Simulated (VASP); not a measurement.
Runs of VASP 6.6.1 on HfO2. The structure is that of space group P4_2/mnm (No. 136), or close to it. The cells are those of the table. 

```csv
cell,gap on the mesh (eV),pressure (GPa),largest force (eV/Å)
"a = 4.791, b = 4.791, c = 3.184 Å, 6 atoms",(b),3.9,1.31
"a = 4.871, b = 4.871, c = 3.237 Å, 6 atoms",(a),-7.9,0.53
"a = 4.911, b = 4.911, c = 3.264 Å, 6 atoms",3.67,-12.2,0.96
"a = 4.750, b = 4.750, c = 3.157 Å, 6 atoms",4.04,10.7,1.45
```

Alike in all rows: task single point; level PBEsol; potentials or basis VASP PAW PBE potentials, release 64 (Hf_pv, O); no spin polarisation; k mesh 6 × 6 × 8; cutoff (eV) 520; smearing gaussian 0.05 eV.

Q: Fill in the values left out.

A: (a) 3.75; (b) 3.94.

Caveats: the PAW data sets were made with another functional, which shifts forces and pressure a little; spin-orbit coupling is left out, which moves the levels of the heavy elements.

A k mesh can miss the band edges, and the runs leave out spin-orbit coupling on Hf.
